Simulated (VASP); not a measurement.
Here is a VASP 6.6.1 calculation.

INCAR

```
SYSTEM = Si
  ALGO = Normal
  EDIFF = 1E-6
  ENCUT = 500
  GGA = PE
  GGA_COMPAT = .False.
  ISIF = 2
  ISMEAR = 0
  LASPH = .True.
  LCHARG = .False.
  LREAL = .False.
  LWAVE = .False.
  NBANDS = 11
  NELM = 120
  PREC = Accurate
  SIGMA = 0.1
```

File KPOINTS:

```
k-points
0
Gamma
  16 16 8
  0 0 0
```

Contents of POSCAR:

```
Si
1.0
    2.7162501379     -0.0266557751      0.0152204476
   -1.3812096473      2.3850374712      0.0003770403
    0.0257307975      0.0155916917      4.6401955927
Si
2
Direct
    0.3712827017      0.6780465616      0.2597131346
    0.6287172983      0.3219534384      0.7402868654
```

Potentials or basis: VASP PAW PBE potentials, release 64 (Si).

The run is started by

```sh
$ cat potpaw_PBE.64/Si/POTCAR > POTCAR
$ mpirun -np 1 vasp_std > vasp.out
```

Question: Estimate the largest force.

Answer: 0.229 eV/Å.

Question: Predict the band gap on the k mesh.

Answer: Zero (bands 4 and 5 overlap by 11.48 eV).

Stress tensor (GPa, compression positive):
```
-2.63  1.25  0.23
 1.25 -3.90 -0.05
 0.23 -0.05 -1.77
```

Caveat: the cell differs from its parent crystal (atoms moved at random and the cell strained at random).
